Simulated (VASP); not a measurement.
# CuO in VASP: notebook

CuO is run at these levels: PBEsol, r2SCAN, PBE, r2SCAN+U; tasks: single point.

All numbers are computed with VASP 6.6.1; they aren't measurements. Logs are shortened: lines on timing, memory, paths and dates and some standing lists are left out, and cuts for length are marked.

## (1) The cell of the first run

The structure is hexagonal, space group P6_3mc (No. 186). The conventional cell has a = 3.353 Å, b = 3.353 Å, c = 5.491 Å, α = 90.00°, β = 90.00°, γ = 120.00°. Within 2.7 Å of Cu (site symmetry 3m) lie 4 O at 2.05 to 2.06 Å. Within 2.7 Å of O (site symmetry 3m) lie 4 Cu at 2.05 to 2.06 Å.

## (2) Single point, PBEsol

Contents of INCAR:

```
PREC = Accurate
ENCUT = 520
EDIFF = 1E-7
ISMEAR = -1
SIGMA = 0.05
LREAL = F
LASPH = T
NELM = 100
ALGO = Normal
ISIF = 2
LWAVE = F
LCHARG = F
GGA = PS
NBANDS = 25
```

Contents of KPOINTS:

```
Automatic mesh
0
Gamma
  9 9 5
```

Contents of POSCAR:

```
CuO
1.0
    3.3525118693      0.0000000000      0.0000000000
   -1.6762559295      2.9033604405      0.0000000000
    0.0000000000      0.0000000000      5.4906403963
Cu O
2 2
Direct
    0.6666666667      0.3333333333      0.0000000000
    0.3333333333      0.6666666667      0.5000000000
    0.6666666667      0.3333333333      0.6252000000
    0.3333333333      0.6666666667      0.1252000000
```

Potentials or basis: VASP PAW PBE potentials, release 64 (Cu, O).

The run is started by

```console
cat potpaw_PBE.64/Cu/POTCAR potpaw_PBE.64/O/POTCAR > POTCAR
mpirun -np 1 vasp_std > vasp.out
```

OUTCAR:

```text
PREC = Accurate
   ENCUT = 520
   EDIFF = 1E-7
   ISMEAR = -1
   LREAL = F
   LASPH = T
   NELM = 100
   ISIF = 2
   GGA = PS

 ion  position               nearest neighbor table
   1  0.667  0.333  0.000-   4 2.05   4 2.05   4 2.05   3 2.06
   2  0.333  0.667  0.500-   3 2.05   3 2.05   3 2.05   4 2.06
   3  0.667  0.333  0.625-   2 2.05   2 2.05   2 2.05   1 2.06
   4  0.333  0.667  0.125-   1 2.05   1 2.05   1 2.05   2 2.06

  LATTYP: Found a hexagonal cell.
 ALAT       =     3.3525118693
 C/A-ratio  =     1.6377691147

  Lattice vectors:

 A1 = (   3.3525118693,   0.0000000000,   0.0000000000)
 A2 = (  -1.6762559295,   2.9033604405,   0.0000000000)
 A3 = (   0.0000000000,   0.0000000000,   5.4906403963)

Analysis of symmetry for initial positions (statically):
=====================================================================
 Subroutine PRICEL returns:
 Original cell was already a primitive cell.

 Routine SETGRP: Setting up the symmetry group for a
 hexagonal supercell.

 Subroutine GETGRP returns: Found 12 space group operations
 (whereof  6 operations were pure point group operations)
 out of a pool of 24 trial point group operations.

The static configuration has the point symmetry C_3v.
 The point group associated with its full space group is C_6v.

Analysis of symmetry for dynamics (positions and initial velocities):
=====================================================================
 Subroutine PRICEL returns:
 Original cell was already a primitive cell.

 Routine SETGRP: Setting up the symmetry group for a
 hexagonal supercell.

 Subroutine GETGRP returns: Found 12 space group operations
 (whereof  6 operations were pure point group operations)
 out of a pool of 24 trial point group operations.

The dynamic configuration has the point symmetry C_3v.
 The point group associated with its full space group is C_6v.

 Subroutine INISYM returns: Found 12 space group operations
 (whereof  6 operations are pure point group operations),
 and found     1 'primitive' translations

----------------------------------------------------------------------------------------

                                     Primitive cell

  volume of cell :      53.4434

  direct lattice vectors                    reciprocal lattice vectors
[... 83 lines left out ...]
   ISTART =      0    job   : 0-new  1-cont  2-samecut
   ICHARG =      2    charge: 1-file 2-atom 10-const
   ISPIN  =      1    spin polarized calculation?
   LNONCOLLINEAR =      F non collinear calculations
   LSORBIT =      F    spin-orbit coupling
   LASPH  =      T    aspherical Exc in radial PAW
   ENCUT  =  520.0 eV  38.22 Ry    6.18 a.u.   6.23  6.23 10.21*2*pi/ulx,y,z
   NELM   =    100;   NELMIN=  2; NELMDL= -5     # of ELM steps
   EDIFF  = 0.1E-06   stopping-criterion for ELM
   LREAL  =      F    real-space projection
   EDIFFG = 0.1E-05   stopping-criterion for IOM
   NSW    =      0    number of steps for IOM
   IBRION =     -1    ionic relax: 0-MD 1-quasi-New 2-CG
   NFREE  =      0    steps in history (QN), initial steepest desc. (CG)
   ISIF   =      2    stress and relaxation
   ISYM   =      2    0-nonsym 1-usesym 2-fastsym
   POTIM  = 0.5000    time-step for ionic-motion
   TEBEG  =    0.0;   TEEND  =   0.0 temperature during run
   PSTRESS=    0.0 pullay stress
   NELECT =      34.0000    total number of electrons
   NUPDOWN=      -1.0000    fix difference up-down
   EMIN   =  10.00;   EMAX   =-10.00  energy-range for DOS
   EFERMI =   0.00;   METHOD = LEGACY
   ISMEAR =    -1;   SIGMA  =   0.05  broadening in eV -4-tet -1-fermi 0-gaus
   EFERMI_NEDOS =   21; number of points for ismear=-14 and -15
   IALGO  =     38    algorithm
   IMIX   =      4    mixing-type and parameters
     AMIX     =   0.40;   BMIX     =  1.00
     AMIX_MAG =   1.60;   BMIX_MAG =  1.00
  volume/ion in A,a.u.               =      13.36        90.16
  Fermi-wavevector in a.u.,A,eV,Ry     =   1.408001  2.660737 26.973108  1.982468
  Thomas-Fermi vector in A             =   2.530203
   LORBIT       =      0    0 simple, 1 ext, 2 COOP (PROOUT), +10 PAW based schemes
   GGA     = PS    functional components
   LHFCALC =     F    Hartree Fock is set to
   AEXX    =    0.0000 exact exchange contribution
   IVDW    =     0    specifies the selected vdW correction
   LEPSILON=     F    determine dielectric tensor
   LRPA    =     F    only Hartree local field effects (RPA)
 non-spin polarized calculation
  energy-cutoff  :      520.00
  volume of cell :       53.44
 maximum number of plane-waves:      1451
 NGX is ok and might be reduce to    28
   NGX = 13   NGY = 13   NGZ = 21

 number of electron      33.9999991 magnetization

 Free energy of the ion-electron system (eV)
  ---------------------------------------------------
  ext. energy  EPLUGINS =         0.00000000
  ---------------------------------------------------
  free energy    TOTEN  =       -20.18226646 eV

  energy without entropy =      -20.12840075  energy(sigma->0) =      -20.15533360

 E-fermi :   2.3174     XC(G=0): -10.5395

 val. band max:        2.3076373792   @ k =   0.1111   0.0000   0.2000
 cond. band min:       2.3198085700   @ k =   0.3333   0.1111   0.2000
 fundamental gap:      0.0121711908
 Fermi energy:         2.3173608590

 k-point     1 :       0.0000    0.0000    0.0000
  band No.  band energies     occupation
      1     -15.4922      2.00000
      2     -15.0027      2.00000
      3      -2.7040      2.00000
      4      -1.6906      2.00000
      5      -1.6906      2.00000
      6      -1.6764      2.00000
[... 661 lines left out ...]
     24      12.0073      0.00000
     25      15.2253      0.00000

 [... further k-points ...]
[... 5 lines left out ...]
  --------------------------------------------------------------------------------------
  -------------------------------------------------------------------------------------
  Total       -6.3498948     -6.3498948     -6.0425359     -0.0000000     -0.0000000      0.0000000
  in kB     -190.3631289   -190.3631283   -181.1488323     -0.0000003     -0.0000000      0.0000000
  external PRESSURE =    -187.2916965 kB  Pullay stress =       0.0000000 kB

 VOLUME and BASIS-vectors are now :
 -----------------------------------------------------------------------------
  energy-cutoff  :      520.00
  volume of cell :       53.44
      direct lattice vectors                 reciprocal lattice vectors
     3.352511869  0.000000000  0.000000000     0.298283806  0.172214235  0.000000000
    -1.676255929  2.903360441  0.000000000     0.000000000  0.344428472  0.000000000
     0.000000000  0.000000000  5.490640396     0.000000000  0.000000000  0.182128118

 POSITION                                       TOTAL-FORCE (eV/Angst)
 -----------------------------------------------------------------------------------
      1.67626      0.96779      0.00000         0.000000      0.000000     -0.048234
      0.00000      1.93557      2.74532        -0.000000      0.000000     -0.048234
      1.67626      0.96779      3.43275         0.000000      0.000000      0.048234
      0.00000      1.93557      0.68743        -0.000000      0.000000      0.048234
 -----------------------------------------------------------------------------------
    total drift:                                0.000000      0.000000     -0.000037

  FREE ENERGIE OF THE ION-ELECTRON SYSTEM (eV)
  ---------------------------------------------------
  free  energy   TOTEN  =       -20.1822664552 eV

  energy  without entropy=      -20.1284007508  energy(sigma->0) =      -20.15533360
```

OSZICAR:

```text
N       E                     dE             d eps       ncg     rms          rms(c)
DAV:   1     0.310860802420E+03    0.31086E+03   -0.15916E+04  1808   0.197E+03
DAV:   2     0.182199306601E+02   -0.29264E+03   -0.27232E+03  1818   0.380E+02
DAV:   3    -0.245711021584E+02   -0.42791E+02   -0.40307E+02  2434   0.161E+02
DAV:   4    -0.261803880770E+02   -0.16093E+01   -0.15928E+01  2178   0.330E+01
DAV:   5    -0.262153816055E+02   -0.34994E-01   -0.34969E-01  2318   0.430E+00    0.168E+01
DAV:   6    -0.250108431524E+02    0.12045E+01   -0.44948E+01  2490   0.153E+02    0.159E+01
DAV:   7    -0.200651881663E+02    0.49457E+01   -0.11628E+01  2143   0.114E+02    0.240E+00
DAV:   8    -0.202384581362E+02   -0.17327E+00   -0.20830E+00  1860   0.917E+00    0.158E+00
DAV:   9    -0.201977968101E+02    0.40661E-01   -0.11426E-01  3021   0.550E+00    0.926E-01
DAV:  10    -0.201870256593E+02    0.10771E-01   -0.21516E-02  2611   0.186E+00    0.712E-01
DAV:  11    -0.201821301378E+02    0.48955E-02   -0.17852E-02  2663   0.119E+00    0.141E-01
DAV:  12    -0.201822880126E+02   -0.15787E-03   -0.98366E-04  2173   0.311E-01    0.150E-01
DAV:  13    -0.201823020374E+02   -0.14025E-04   -0.18970E-04  2278   0.130E-01    0.618E-02
DAV:  14    -0.201822806800E+02    0.21357E-04   -0.27900E-05  2963   0.151E-01    0.408E-02
DAV:  15    -0.201822683535E+02    0.12326E-04   -0.38056E-05  2709   0.526E-02    0.119E-02
DAV:  16    -0.201822665695E+02    0.17840E-05   -0.45794E-06  2806   0.222E-02    0.193E-03
DAV:  17    -0.201822664652E+02    0.10427E-06   -0.23984E-07  1634   0.471E-03    0.849E-04
DAV:  18    -0.201822664552E+02    0.10051E-07   -0.10642E-07  1123   0.299E-03
   1 F= -.20182266E+02 E0= -.20155334E+02  d E =-.538657E-01
```

Wall time 29 s (1 thread of Intel Xeon 6975P-C (Granite Rapids), shared host); peak memory 0.19 GiB.

Results:

| Quantity | Value |
| --- | --- |
| Free energy | -20.1823 eV |
| Pressure | -18.7 GPa |
| Largest force | 0.048 eV/Å |
| Band gap on the k mesh | zero (band 17 reaches 3.00 eV, above the bottom of band 18 at 1.78 eV) |

Forces in eV/Å, atoms in the order of the input:
```
Cu   0.000  0.000 -0.048
Cu   0.000  0.000 -0.048
O    0.000  0.000  0.048
O    0.000  0.000  0.048
```

Levels at points of the mesh, in eV from the Fermi level:
```csv
k point,band 15,band 16,band 17,band 18,band 19,band 20
"(0.00, 0.00, 0.00)",0.03,0.60,0.69,0.69,0.81,5.36
```

Caveat: the PAW data sets were made with another functional, which shifts forces and pressure a little; semilocal functionals often make such compounds metallic where correlation or magnetic order opens a gap, which also shifts bond lengths. With open d or f shells a metallic result of PBEsol can be an artefact of self-interaction; +U or a hybrid may open a gap.

## (3) Single point, r2SCAN

This run uses another cell than the first one, of 11.08 Å³/atom, 0.829 times its volume.

Contents of POSCAR:

```
CuO
1.0
    3.0936902811     -0.0000000027      0.0000000000
   -1.5468451382      2.6792143762      0.0000000000
    0.0000000000      0.0000000000      5.3453261968
Cu O
2 2
Direct
    0.6666666667      0.3333333333     -0.0095349827
    0.3333333333      0.6666666667      0.4904650173
    0.6666666667      0.3333333333      0.6347349827
    0.3333333333      0.6666666667      0.1347349827
```

Contents of INCAR.step1:

```
PREC = Accurate
ENCUT = 520
ISMEAR = -1
SIGMA = 0.05
LREAL = False
LASPH = True
NELM = 100
NBANDS = 25
GGA = PE
ALGO = Normal
EDIFF = 1E-4
LWAVE = True
LCHARG = False
```

Contents of INCAR.step2:

```
PREC = Accurate
ENCUT = 520
EDIFF = 1E-6
ISMEAR = -1
SIGMA = 0.05
LREAL = False
LASPH = True
NELM = 100
ALGO = Normal
ISIF = 2
LWAVE = False
LCHARG = False
METAGGA = R2SCAN
LMIXTAU = True
NBANDS = 25
ISTART = 1
```

Contents of KPOINTS:

```
regular mesh
0
Gamma
  9 9 5
```

Potentials or basis: VASP PAW PBE potentials, release 64 (Cu, O).

The run is started by

```console
cat potpaw_PBE.64/Cu/POTCAR potpaw_PBE.64/O/POTCAR > POTCAR
cp INCAR.step1 INCAR
mpirun -np 1 vasp_std > vasp.out
cp INCAR.step2 INCAR
mpirun -np 1 vasp_std > vasp.out
```

Wall time 46 s (1 thread of Intel Xeon 6975P-C (Granite Rapids), shared host); peak memory 0.18 GiB.

The run converged. Its results:

```
Free energy            : -35.7526 eV
Pressure               : 0.8 GPa
Largest force          : 0.011 eV/Å
Band gap on the k mesh : zero (band 17 reaches 5.07 eV, above the bottom of band 18 at 3.64 eV)
```

Forces on the atoms (eV/Å):
```
Cu   0.000  0.000  0.011
Cu   0.000  0.000  0.011
O    0.000  0.000 -0.011
O    0.000  0.000 -0.011
```

Stress tensor (GPa, compression positive):
```
0.69 0.00 0.00
0.00 0.69 0.00
0.00 0.00 0.94
```

Levels at points of the mesh, in eV from the Fermi level:
| k point | band 15 | band 16 | band 17 | band 18 | band 19 | band 20 |
| --- | --- | --- | --- | --- | --- | --- |
| (0.00, 0.00, 0.00) | -0.18 | 0.71 | 0.83 | 0.83 | 1.54 | 6.92 |

Caveat: the PAW data sets were made with another functional, which shifts forces and pressure a little; semilocal functionals often make such compounds metallic where correlation or magnetic order opens a gap, which also shifts bond lengths.

## (4) Single point, PBE

This run uses another cell than the first one, of 12.60 Å³/atom, 0.943 times its volume.

Contents of INCAR:

```
SYSTEM = CuO
PREC = Accurate ; ENCUT = 520
EDIFF = 1E-7 ; ISMEAR = -1
SIGMA = 0.05 ; LREAL = .False.
LASPH = .True. ; NELM = 60
ALGO = Normal ; ISIF = 2
LWAVE = .False. ; LCHARG = .False.
GGA = PE ; NBANDS = 25
```

Contents of KPOINTS:

```
Automatic mesh
0
Gamma
  13 13 7
  0 0 0
```

Contents of POSCAR:

```
CuO
1.0
    3.2880244300      0.0000000000      0.0000000000
   -1.6440122100      2.8475126800      0.0000000000
    0.0000000000      0.0000000000      5.3850248600
Cu O
2 2
Direct
    0.6666666667      0.3333333333      0.0000000000
    0.3333333333      0.6666666667      0.5000000000
    0.6666666667      0.3333333333      0.6252000000
    0.3333333333      0.6666666667      0.1252000000
```

The run is started by

```console
cat potpaw_PBE.64/Cu/POTCAR potpaw_PBE.64/O/POTCAR > POTCAR
mpirun -np 1 vasp_std > vasp.out
```

Wall time 36 s (1 thread of Intel Xeon 6975P-C (Granite Rapids), shared host); peak memory 0.22 GiB.

Results (log left out):

| Property | Result |
| --- | --- |
| Free energy | -18.9901 eV |
| Pressure | -8.7 GPa |
| Largest force | 0.075 eV/Å |
| Band gap on the k mesh | zero (band 17 reaches 3.81 eV, above the bottom of band 18 at 2.60 eV) |

Forces in eV/Å, atoms in the order of the input:
```
Cu   0.000  0.000 -0.075
Cu   0.000  0.000 -0.075
O    0.000  0.000  0.075
O    0.000  0.000  0.075
```

Stress tensor (GPa, compression positive):
```
-9.07  0.00  0.00
 0.00 -9.07  0.00
 0.00  0.00 -7.88
```

Levels at points of the mesh, in eV from the Fermi level:
| k point | band 13 | band 14 | band 15 | band 16 | band 17 | band 18 | band 19 | band 20 | band 21 | band 22 |
| --- | --- | --- | --- | --- | --- | --- | --- | --- | --- | --- |
| (0.00, 0.00, 0.00) | -1.60 | 0.02 | 0.02 | 0.63 | 0.73 | 0.73 | 0.97 | 5.67 | 7.73 | 13.50 |

Caveat: semilocal functionals often make such compounds metallic where correlation or magnetic order opens a gap, which also shifts bond lengths.

## (5) Single point, r2SCAN+U

This run uses another cell than the first one, of 12.60 Å³/atom, 0.943 times its volume.

POSCAR is that of step 4.

Contents of INCAR.step1:

```
ALGO = Normal
EDIFF = 1E-4
ENCUT = 520
GGA = PE
ISMEAR = -1
LASPH = True
LCHARG = False
LDAU = True
LDAUJ = 0 0
LDAUL = 2 -1
LDAUTYPE = 2
LDAUU = 5.3 0
LMAXMIX = 4
LREAL = False
LWAVE = True
NBANDS = 25
NELM = 150
PREC = Accurate
SIGMA = 0.05
```

Contents of INCAR.step2:

```
ALGO = Normal
EDIFF = 1E-7
ENCUT = 520
ISIF = 2
ISMEAR = -1
ISTART = 1
LASPH = True
LCHARG = True
LDAU = True
LDAUJ = 0 0
LDAUL = 2 -1
LDAUPRINT = 1
LDAUTYPE = 2
LDAUU = 5.3 0
LELF = True
LMAXMIX = 4
LMIXTAU = True
LREAL = False
LVHAR = True
LWAVE = False
METAGGA = R2SCAN
NBANDS = 25
NELM = 150
PREC = Accurate
SIGMA = 0.05
```

Contents of KPOINTS:

```
k-points
0
Gamma
  9 9 5
```

The run is started by

```console
cat potpaw_PBE.64/Cu/POTCAR potpaw_PBE.64/O/POTCAR > POTCAR
cp INCAR.step1 INCAR
mpirun -np 1 vasp_std > vasp.out
cp INCAR.step2 INCAR
mpirun -np 1 vasp_std > vasp.out
```

Run time: 66 s. Hardware: 1 thread of Intel Xeon 6975P-C (Granite Rapids), shared host; peak memory 0.19 GiB.

The run converged. Its results:

- Free energy: -31.6883 eV
- Pressure: -15.4 GPa
- Largest force: 0.012 eV/Å
- Band gap on the k mesh: zero (band 17 reaches 2.85 eV, above the bottom of band 18 at 1.35 eV)

Forces in eV/Å, atoms in the order of the input:
```
Cu   0.000  0.000 -0.012
Cu   0.000  0.000 -0.012
O    0.000  0.000  0.012
O    0.000  0.000  0.012
```

Stress tensor (GPa, compression positive):
```
-16.07   0.00   0.00
  0.00 -16.07   0.00
  0.00   0.00 -13.97
```

Levels at points of the mesh, in eV from the Fermi level:
```
           k point  band 13  band 14  band 15  band 16  band 17  band 18  band 19  band 20  band 21  band 22
(0.00, 0.00, 0.00)    -2.07     0.05     0.05     0.67     0.82     0.82     2.11     7.05     8.84    15.01
```

Eigenvalues of the final occupation matrices:
```csv
site,spin,trace,eigenvalues
site 1 d,1,4.65,0.90 0.90 0.92 0.96 0.96
site 1 d,2,4.65,0.90 0.90 0.92 0.96 0.96
site 2 d,1,4.65,0.90 0.90 0.92 0.96 0.96
site 2 d,2,4.65,0.90 0.90 0.92 0.96 0.96
```

Caveat: the PAW data sets were made with another functional, which shifts forces and pressure a little; U without spin polarisation on a metal has little footing.

(Continued in part 2 of 2.)
